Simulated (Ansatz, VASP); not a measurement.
Au: VASP beside Ansatz

```xyz
2
Lattice="2.9000 0.0000 0.0000 -1.4500 2.5115 0.0000 0.0000 0.0000 4.8800" Properties=species:S:1:pos:R:3 pbc="T T T"
Au   -0.4500    1.2243    3.6600
Au    1.4500    0.8372    1.2200
```

Alike in both runs: task single point; functional PBEsol; k mesh 18 × 18 × 10; occupations gaussian, width 0.15 eV; no spin polarisation.

|  | VASP | Ansatz |
| --- | --- | --- |
| version | VASP 6.6.1 | Ansatz 0.2.0 |
| potentials or method | VASP PAW PBE potentials, release 64 (Au), cutoff 520 eV | scalar-relativistic, plane waves, PAW |
| valence electrons in the cell | 22 | 38 |

VASP gave:

- gap on the k mesh at the Fermi level (eV): none
- pressure (GPa): -2.4
- traceless stress, the component that is largest in VASP (GPa): 8.22
- rms of the force components (eV/Å): 0.361

Task: Estimate Ansatz's values.

Result: gap on the k mesh at the Fermi level (eV): none; pressure (GPa): -2.2; traceless stress, the component that is largest in VASP (GPa): 8.27; rms of the force components (eV/Å): 0.362.

VASP's potentials were made for PBE, not for PBEsol. Atom by atom the forces differ by 0.001 eV/Å (rms over components). A gap of «none» marks a metal or a gap that the smearing closes. VASP's potentials hold 22 valence electrons a cell and Ansatz's 38, so a difference there can come from the potentials and not from the codes.

Spin-orbit coupling is off throughout.
